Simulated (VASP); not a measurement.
Write the native input for VASP 6.6.1 that does the following.

```
Task                   : single point
Functional             : PBEsol
Potentials or basis    : VASP PAW PBE potentials, release 64 (Y_sv, Hg)
Cutoff                 : 520 eV
k mesh                 : 14 × 14 × 14
Occupations            : fermi-dirac, width 0.1 eV
Spin                   : no spin polarisation
Dipole correction      : no
Further INCAR settings : ALGO = Normal; EDIFF = 1e-06; NBANDS = 18
```

The structure of YHg lies in POSCAR:

```
YHg
1.0
    3.4904088113      0.0000000000      0.0000000000
    0.0000000000      3.4904088113      0.0000000000
    0.0000000000      0.0000000000      3.4904088113
Y Hg
1 1
Direct
    0.5000000000      0.5000000000      0.5000000000
    0.0000000000      0.0000000000      0.0000000000
```

One way to write it, as run:

INCAR

```
SYSTEM = YHg
  ALGO = Normal
  EDIFF = 1E-6
  ENCUT = 520
  GGA = PS
  ISIF = 2
  ISMEAR = -1
  LASPH = .TRUE.
  LCHARG = .FALSE.
  LREAL = .FALSE.
  LWAVE = .FALSE.
  NBANDS = 18
  NELM = 60
  PREC = Accurate
  SIGMA = 0.1
```

KPOINTS

```
k-points
0
G
  14 14 14
  0 0 0
```

Potentials or basis: VASP PAW PBE potentials, release 64 (Y_sv, Hg).

The run is started by

```console
$ cat potpaw_PBE.64/Y_sv/POTCAR potpaw_PBE.64/Hg/POTCAR > POTCAR
$ mpirun -np 1 vasp_std > vasp.out
```

It gave:

```
Pressure : 15.1 GPa
```

Caveat: the PAW data sets were made with another functional, which shifts forces and pressure a little.

Wall time 54 s on 1 thread of Intel(R) Xeon(R) Platinum 8259CL CPU @ 2.50GHz (Skylake/Cascade Lake) (shared host), peak memory 0.25 GiB.
